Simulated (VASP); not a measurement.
## Mo: single point with LDA

Crystal: Mo.

```xyz
1
Lattice="2.5621 0.0000 0.0000 0.0000 2.5621 0.0000 0.0000 0.0000 2.5621" Properties=species:S:1:pos:R:3 pbc="T T T"
Mo    0.0000    0.0000    0.0000
```

```yaml
Program: VASP 6.6.1
Task: single point
Functional: LDA
Potentials_or_basis: VASP PAW LDA potentials, release 64 (Mo_sv)
Cutoff: 520 eV
k_mesh: 13 × 13 × 13
Occupations: fermi-dirac, width 0.136057 eV
Spin: no spin polarisation
```

```yaml
Pressure: -0.8 GPa
Band_gap_on_the_k_mesh: zero (band 7 reaches 12.67 eV, above the bottom of band 8 at 10.50 eV)
```

Levels at points of the mesh, in eV from the Fermi level:
```
           k point  band 4  band 5  band 6  band 7  band 8  band 9  band 10  band 11
(0.00, 0.00, 0.00)  -34.10   -6.58   -4.36   -4.36    4.10    4.10     4.10    15.83
```

It took 5 s on 1 thread of Intel(R) Xeon(R) 6975P-C (Granite Rapids), on a shared host, peak memory 0.13 GiB.
